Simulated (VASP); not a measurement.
Set up this calculation in VASP 6.6.1, as the native input.

- Task: single point
- Functional: PBEsol-based screened hybrid with 25 % exact exchange
- Potentials or basis: VASP PAW PBE potentials, release 64 (Sn_d)
- Cutoff: 520 eV
- k mesh: 5 × 5 × 5
- Occupations: fermi-dirac, width 0.05 eV
- Spin: no spin polarisation
- Dipole correction: no
- Grid for exact exchange (PRECFOCK): Normal
- Share of exact exchange: 0.25
- Further INCAR settings: ALGO = Normal; EDIFF = 1e-06; NBANDS = 21
- Screening parameter: 0.207 1/Å

Crystal: Sn.

```
CELL_PARAMETERS angstrom
-2.97273 2.97273 1.50536
2.97273 -2.97273 1.50536
2.97273 2.97273 -1.50536
ATOMIC_POSITIONS crystal
Sn 0.00000 0.00000 0.00000
Sn 0.75000 0.25000 0.50000
```

The input as run:

POSCAR

```
Sn
1.0
   -2.9727333380      2.9727333380      1.5053623914
    2.9727333380     -2.9727333380      1.5053623914
    2.9727333380      2.9727333380     -1.5053623914
Sn
2
Direct
    0.0000000000      0.0000000000      0.0000000000
    0.7500000000      0.2500000000      0.5000000000
```

INCAR.step1

```
  PREC = Accurate
  ENCUT = 520
  EDIFF = 1E-5
  ISMEAR = -1
  SIGMA = 0.05
  LREAL = F
  LASPH = T
  NELM = 80
  ALGO = Normal
  ISIF = 2
  LWAVE = T
  LCHARG = F
  GGA = PE
  NBANDS = 21
```

INCAR.step2

```
  PREC = Accurate
  ENCUT = 520
  EDIFF = 1E-6
  ISMEAR = -1
  SIGMA = 0.05
  LREAL = F
  LASPH = T
  NELM = 80
  ALGO = Normal
  ISIF = 2
  LWAVE = F
  LCHARG = F
  GGA = PS
  LHFCALC = T
  AEXX = 0.25
  HFSCREEN = 0.207
  PRECFOCK = Normal
  ISTART = 1
  NBANDS = 21
```

KPOINTS

```
Automatic mesh
0
Gamma
  5 5 5
```

Potentials or basis: VASP PAW PBE potentials, release 64 (Sn_d).

Command:

```bash
$ cat potpaw_PBE.64/Sn_d/POTCAR > POTCAR
$ cp INCAR.step1 INCAR
$ mpirun -np 1 vasp_std > vasp.out
$ cp INCAR.step2 INCAR
$ mpirun -np 1 vasp_std > vasp.out
```

Results of the run:

The pressure is 0.0 GPa and the band gap on the k mesh is zero (bands 14 and 15 overlap by 2.73 eV).

Caveat: the k points lie up to 0.47 Å⁻¹ apart, too coarse for converged energies and pressures of a metal; the PAW data sets were made with another functional, which shifts forces and pressure a little; spin-orbit coupling is left out, which moves the levels of the heavy elements.

It took 94 min on 1 thread of Intel(R) Xeon(R) Platinum 8488C (Sapphire Rapids), with other jobs on the host, peak memory 0.32 GiB.
